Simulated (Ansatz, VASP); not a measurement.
## SiO2: VASP beside Ansatz

INCAR

```
SYSTEM = SiO2
ALGO     = Normal         ! electronic algorithm
EDIFF    = 1E-8           ! SCF threshold, eV
ENCUT    = 520            ! plane-wave cutoff, eV
GGA      = PE             ! functional
ISIF     = 2              ! what is computed and relaxed
ISMEAR   = -1             ! smearing method
LASPH    = .True.         ! aspherical terms in the spheres
LCHARG   = .False.        ! write CHGCAR
LEFG     = .True.       
LREAL    = .False.        ! projectors in reciprocal space
LWAVE    = .False.        ! write WAVECAR
NBANDS   = 44             ! bands
NELM     = 60             ! most SCF steps
PREC     = Accurate       ! precision mode
SIGMA    = 0.02           ! smearing width, eV
```

Contents of KPOINTS:

```
k-points
0
Gamma
  5 5 4
  0 0 0
```

The input POSCAR:

```
SiO2
1.0
    4.9820000000      0.0000000000      0.0000000000
    0.0000000000      4.9820000000      0.0000000000
    0.0000000000      0.0000000000      6.9630000000
Si O
4 8
Direct
    0.3039073190      0.3039073190      0.0000000000
    0.1960926810      0.8039073190      0.2500000000
    0.6960926810      0.6960926810      0.5000000000
    0.8039073190      0.1960926810      0.7500000000
    0.2373153589      0.1139731420      0.1837399158
    0.3860268580      0.7373153589      0.4337399158
    0.7626846411      0.8860268580      0.6837399158
    0.6139731420      0.2626846411      0.9337399158
    0.7373153589      0.3860268580      0.5662600842
    0.8860268580      0.7626846411      0.3162600842
    0.2626846411      0.6139731420      0.0662600842
    0.1139731420      0.2373153589      0.8162600842
```

Input for Ansatz:

```yaml
crystal:
  lattice:
    - [4.982, 0.0, 0.0]
    - [0.0, 4.982, 0.0]
    - [0.0, 0.0, 6.963]
  atoms:
    - { symbol: Si, position: [0.303907319, 0.303907319, 0.0] }
    - { symbol: Si, position: [0.196092681, 0.803907319, 0.25] }
    - { symbol: Si, position: [0.696092681, 0.696092681, 0.5] }
    - { symbol: Si, position: [0.803907319, 0.196092681, 0.75] }
    - { symbol: O, position: [0.2373153589, 0.113973142, 0.1837399158] }
    - { symbol: O, position: [0.386026858, 0.7373153589, 0.4337399158] }
    - { symbol: O, position: [0.7626846411, 0.886026858, 0.6837399158] }
    - { symbol: O, position: [0.613973142, 0.2626846411, 0.9337399158] }
    - { symbol: O, position: [0.7373153589, 0.386026858, 0.5662600842] }
    - { symbol: O, position: [0.886026858, 0.7626846411, 0.3162600842] }
    - { symbol: O, position: [0.2626846411, 0.613973142, 0.0662600842] }
    - { symbol: O, position: [0.113973142, 0.2373153589, 0.8162600842] }
kpoints:
  mp_grid: { grid: [5, 5, 4] }
scf:
  occupations: { method: fermi_dirac, width: 0.02 }
hamiltonian:
  xc: pbe
  pseudopotentials: { kind: paw, frozen_core: stored }
output:
  forces: true
  stress: true
  populations: true
  efg: { quadrupole_moments_barn: { O: -0.02558 }, contact_densities: true }
```

Alike in both runs: task electric field gradients; functional PBE; k mesh 5 × 5 × 4; occupations fermi-dirac, width 0.02 eV; no spin polarisation.

|  | VASP | Ansatz |
| --- | --- | --- |
| version | VASP 6.6.1 | Ansatz 0.2.0 |
| potentials or method | VASP PAW PBE potentials, release 64 (Si, O) | plane-wave PAW, scalar-relativistic |
| plane-wave cutoff (eV) | 520 | 420 |
| valence electrons in the cell | 64 | 64 |

```tsv
	VASP	Ansatz	Ansatz less VASP
gap on the k mesh at the Fermi level (eV)	5.61	5.61	0.000
pressure (GPa)	1.2	1.1	-0.12
traceless stress, the component that is largest in VASP (GPa)	-0.33	-0.30	+0.030
rms of the force components (eV/Å)	0.010	0.003	-0.0072
size of Vzz on the site where it differs most (V/Å²)	91.1	98.0	+6.95
```

Atom by atom the forces differ by 0.008 eV/Å (rms over components). With one functional, cell and mesh, what is left measures potentials, basis and numerics.
